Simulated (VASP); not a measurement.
Write the native input for VASP 6.6.1 that does the following.

| Item | Value |
| --- | --- |
| Task | single point |
| Functional | PBE |
| Potentials or basis | VASP PAW PBE potentials, release 64 (Sn_d, O_h) |
| Cutoff | 1340 eV |
| k mesh | 8 × 5 × 6 |
| Occupations | fermi-dirac, width 0.05 eV |
| Spin | no spin polarisation |
| Dipole correction | no |
| Further INCAR settings | ALGO = Normal; EDIFF = 1e-06; NBANDS = 28 |

The structure of SnO lies in POSCAR:

```
SnO
1.0
    3.3550050000      0.0000000000      0.0000000000
    0.0000000000      5.6741040000      0.0000000000
    0.0000000000      0.0000000000      4.2219700000
Sn O
2 2
Direct
    0.5000000000      0.7680910000      0.0131440000
    0.0000000000      0.2319090000      0.5131440000
    0.5000000000      0.1087500000      0.2368570000
    0.0000000000      0.8912500000      0.7368570000
```

These files were run (other wordings do the same):

INCAR

```
PREC     = Accurate       # precision mode
ENCUT    = 1340           # plane-wave cutoff, eV
EDIFF    = 1E-6           # SCF threshold, eV
ISMEAR   = -1             # smearing method
SIGMA    = 0.05           # smearing width, eV
LREAL    = False          # projectors in reciprocal space
LASPH    = True           # aspherical terms in the spheres
NELM     = 120            # most SCF steps
ALGO     = Normal         # electronic algorithm
ISIF     = 2              # what is computed and relaxed
LWAVE    = False          # write WAVECAR
LCHARG   = False          # write CHGCAR
GGA      = PE             # functional
NBANDS   = 28             # bands
GGA_COMPAT= False
```

KPOINTS

```
Automatic mesh
0
Gamma
  8 5 6
```

Potentials or basis: VASP PAW PBE potentials, release 64 (Sn_d, O_h).

Launch:

```console
$ cat potpaw_PBE.64/Sn_d/POTCAR potpaw_PBE.64/O_h/POTCAR > POTCAR
$ mpirun -np 1 vasp_std > vasp.out
```

It gave:

```yaml
Pressure: 0.5 GPa
Largest_force: 0.061 eV/Å
Band_gap_on_the_k_mesh: 1.49 eV (least direct gap 2.08 eV)
```

Caveat: spin-orbit coupling is left out, which moves the levels of the heavy elements.

Wall time 6.4 min on 1 thread of Intel(R) Xeon(R) Platinum 8259CL CPU @ 2.50GHz (Skylake/Cascade Lake), on a shared host, peak memory 0.68 GiB.
